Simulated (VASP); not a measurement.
Set up this calculation in VASP 6.6.1, as the native input.

```
Task                   : single point
Functional             : PBEsol
Potentials or basis    : VASP PAW PBE potentials, release 64 (K_sv, Cl)
Cutoff                 : 500 eV
k mesh                 : 8 × 8 × 8
Occupations            : gaussian, width 0.05 eV
Spin                   : no spin polarisation
Dipole correction      : no
Further INCAR settings : ALGO = Normal; EDIFF = 1e-06; NBANDS = 15
```

The structure of KCl lies in POSCAR:

```
KCl
1.0
    0.0000000000      3.1217314349      3.1217314349
    3.1217314349      0.0000000000      3.1217314349
    3.1217314349      3.1217314349      0.0000000000
K Cl
1 1
Direct
    0.0000000000      0.0000000000      0.0000000000
    0.5000000000      0.5000000000      0.5000000000
```

These files were run (other wordings do the same):

INCAR

```
ALGO = Normal ; EDIFF = 1E-6
ENCUT = 500 ; GGA = PS
GGA_COMPAT = False ; ISIF = 2
ISMEAR = 0 ; LASPH = True
LCHARG = False ; LREAL = False
LWAVE = False ; NBANDS = 15
NELM = 120 ; PREC = Accurate
SIGMA = 0.05
```

KPOINTS

```
k-points
0
Gamma
  8 8 8
```

Potentials or basis: VASP PAW PBE potentials, release 64 (K_sv, Cl).

The run is started by

```sh
$ cat potpaw_PBE.64/K_sv/POTCAR potpaw_PBE.64/Cl/POTCAR > POTCAR
$ mpirun -np 1 vasp_std > vasp.out
```

It gave:

| Quantity | Value |
| --- | --- |
| Pressure | 0.0 GPa |
| Band gap on the k mesh | 5.10 eV |

Caveat: the PAW data sets were made with another functional, which shifts forces and pressure a little.

Run time: 33 s on 1 thread of Intel Xeon 8259CL, on a shared host, peak memory 0.18 GiB.
